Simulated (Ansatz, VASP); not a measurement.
Na3HSe: VASP beside Ansatz

POSCAR

```
Na3HSe
1.0
    4.5502916133      0.0000000000      0.0000000000
    0.0000000000      4.5502916133      0.0000000000
    0.0000000000      0.0000000000      4.5502916133
Na H Se
3 1 1
Direct
    0.0000000000      0.5000000000      0.5000000000
    0.5000000000      0.0000000000      0.5000000000
    0.5000000000      0.5000000000      0.0000000000
    0.5000000000      0.5000000000      0.5000000000
    0.0000000000      0.0000000000      0.0000000000
```

The input INCAR.step1:

```
SYSTEM = Na3HSe
  ALGO = Normal
  EDIFF = 1E-4
  ENCUT = 600
  GGA = PE
  ISMEAR = 0
  LASPH = .True.
  LCHARG = .False.
  LREAL = .False.
  LWAVE = .True.
  NELM = 60
  PREC = Accurate
  SIGMA = 0.02
```

File INCAR.step2:

```
SYSTEM = Na3HSe
  ALGO = Normal
  EDIFF = 1E-6
  EDIFFG = -0.005
  ENCUT = 600
  IBRION = 2
  ISIF = 3
  ISMEAR = 0
  ISTART = 1
  LASPH = .True.
  LCHARG = .False.
  LMIXTAU = .True.
  LREAL = .False.
  LWAVE = .False.
  METAGGA = R2SCAN
  NELM = 60
  NSW = 70
  PREC = Accurate
  SIGMA = 0.02
```

The input KPOINTS:

```
k-points
0
Gamma
  6 6 6
  0 0 0
```

Input for Ansatz:

```yaml
crystal:
  lattice:
    - [4.5502916133, 0.0, 0.0]
    - [0.0, 4.5502916133, 0.0]
    - [0.0, 0.0, 4.5502916133]
  atoms:
    - { symbol: Na, position: [0.0, 0.5, 0.5] }
    - { symbol: Na, position: [0.5, 0.0, 0.5] }
    - { symbol: Na, position: [0.5, 0.5, 0.0] }
    - { symbol: H, position: [0.5, 0.5, 0.5] }
    - { symbol: Se, position: [0.0, 0.0, 0.0] }
basis:
  ecutwfc: 500
kpoints:
  mp_grid: { grid: [6, 6, 6] }
hamiltonian:
  xc: r2scan
scf:
  occupations: { method: gaussian, width: 0.02 }
output:
  forces: true
  stress: true
  eigenvalues: true
  write_density: true
  write_potential: true
  elf: true
  volumetric_format: npy
relax:
  adjacent_minimum: "off"
  f_tol: 0.005
  max_steps: 50
  cell: { stress_tol: 0.05 }
```

Alike in both runs: task relaxation of cell and atoms; functional r2SCAN; k mesh 6 × 6 × 6; occupations gaussian, width 0.02 eV; no spin polarisation.

|  | VASP | Ansatz |
| --- | --- | --- |
| version | VASP 6.6.1 | Ansatz 0.2.0 |
| potentials or method | VASP PAW PBE potentials, release 64 (Na_pv, H, Se), cutoff 600 eV | scalar-relativistic, plane waves, PAW |
| valence electrons in the cell | 28 | 44 |

VASP gave:

```
gap on the k mesh at the Fermi level, each at its own relaxed structure (eV) : 3.65
relaxed volume (Å³/atom)                                                     : 18.06
relaxed cell length with the largest relative difference (Å)                 : 4.486
```

**Question.** Estimate Ansatz's values.

**Answer.** gap on the k mesh at the Fermi level, each at its own relaxed structure (eV): 3.58; relaxed volume (Å³/atom): 18.20; relaxed cell length with the largest relative difference (Å): 4.498.

VASP's potentials were made for PBE, not for r2SCAN. VASP's potentials hold 28 valence electrons a cell and Ansatz's 44, so a difference there can come from the potentials and not from the codes.
